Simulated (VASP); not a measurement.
BN:

```
N B
1.0
     0.00000    1.81300    1.81300
     1.81300    0.00000    1.81300
     1.81300    1.81300    0.00000
N B
1 1
Direct
  0.25000 0.25000 0.25000
  0.00000 0.00000 0.00000
```

```yaml
Program: VASP 6.6.1
Task: relaxation of cell and atoms
Functional: PBEsol-based global hybrid with 25 % exact exchange
Potentials_or_basis: VASP PAW PBE potentials, release 64 (N, B)
Cutoff: 600 eV
k_mesh: 7 × 7 × 7
Occupations: fermi-dirac, width 0.05 eV
Spin: no spin polarisation
```

At the start: pressure -13.0 GPa; volume 5.96 Å³/atom.

Where does the relaxation end?

Over 3 steps the energy falls by 8.2 meV/atom and the volume is 5.76 Å³/atom (-3.3 %); space group F-43m (No. 216, to 0.1 Å) before and after.

Step by step:
```csv
step,energy change (eV),largest force (eV/Å),pressure (GPa),volume (Å³)
1,0.0000,0.0000,-13.04,11.92
2,0.0051,0.0000,16.66,11.10
3,-0.0163,0.0000,-0.10,11.53
```

Final structure:
```cif
data_structure
_symmetry_space_group_name_H-M 'P 1'
_symmetry_Int_Tables_number 1
_cell_length_a 2.5358
_cell_length_b 2.5358
_cell_length_c 2.5358
_cell_angle_alpha 60.000
_cell_angle_beta 60.000
_cell_angle_gamma 60.000
_cell_volume 11.53
loop_
_atom_site_label
_atom_site_type_symbol
_atom_site_fract_x
_atom_site_fract_y
_atom_site_fract_z
_atom_site_occupancy
N1 N 0.25000 0.25000 0.25000 1
B1 B 0.00000 0.00000 0.00000 1
```

Caveat: the k points lie up to 0.43 Å⁻¹ apart in the final cell; the PAW data sets were made with another functional, which shifts forces and pressure a little.
